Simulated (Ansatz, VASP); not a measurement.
## AlCu: VASP beside Ansatz

The input POSCAR:

```
AlCu
1.0
    3.0522918563      0.0000000000      0.0000000000
    0.0000000000      3.0522918563      0.0000000000
    0.0000000000      0.0000000000      3.0522918563
Al Cu
1 1
Direct
    0.0000000000      0.0000000000      0.0000000000
    0.5000000000      0.5000000000      0.5000000000
```

INCAR.step1

```
SYSTEM = AlCu
PREC = Accurate ; ENCUT = 520
ISMEAR = 0 ; SIGMA = 0.1
LREAL = .False. ; LASPH = .True.
NELM = 100 ; NBANDS = 14
GGA = PE ; ALGO = Normal
EDIFF = 1E-4 ; LWAVE = .True.
LCHARG = .False.
```

Contents of INCAR.step2:

```
SYSTEM = AlCu
PREC = Accurate ; ENCUT = 520
EDIFF = 1E-6 ; ISMEAR = 0
SIGMA = 0.1 ; LREAL = .False.
LASPH = .True. ; NELM = 100
ALGO = Normal ; ISIF = 2
LWAVE = .False. ; LCHARG = .False.
METAGGA = R2SCAN ; LMIXTAU = .True.
NBANDS = 14 ; ISTART = 1
```

File KPOINTS:

```
regular mesh
0
Gamma
  14 14 14
  0 0 0
```

Input for Ansatz:

```yaml
crystal:
  lattice:
    - [3.0522918563, 0.0, 0.0]
    - [0.0, 3.0522918563, 0.0]
    - [0.0, 0.0, 3.0522918563]
  atoms:
    - { symbol: Al, position: [0.0, 0.0, 0.0] }
    - { symbol: Cu, position: [0.5, 0.5, 0.5] }
basis:
  ecutwfc: 500
kpoints:
  mp_grid: { grid: [14, 14, 14] }
hamiltonian:
  xc: r2scan
scf:
  occupations: { method: gaussian, width: 0.1 }
output:
  forces: true
  stress: true
  eigenvalues: true
  write_density: true
  write_potential: true
  elf: true
  volumetric_format: npy
```

Alike in both runs: task single point; functional r2SCAN; k mesh 14 × 14 × 14; occupations gaussian, width 0.1 eV; no spin polarisation.

|  | VASP | Ansatz |
| --- | --- | --- |
| version | VASP 6.6.1 | Ansatz 0.2.0 |
| potentials or method | VASP PAW PBE potentials, release 64 (Al, Cu), cutoff 520 eV | scalar-relativistic, plane waves, PAW |
| valence electrons in the cell | 14 | 22 |

|  | VASP | Ansatz | Ansatz less VASP |
| --- | --- | --- | --- |
| gap on the k mesh at the Fermi level (eV) | none | none | - |
| pressure (GPa) | -10.2 | -10.2 | +0.01 |

VASP's potentials were made for PBE, not for r2SCAN. A gap of «none» marks a metal or a gap that the smearing closes. With one functional, cell and mesh, what is left measures potentials, basis and numerics. VASP's potentials hold 14 valence electrons a cell and Ansatz's 22, so a difference there can come from the potentials and not from the codes.
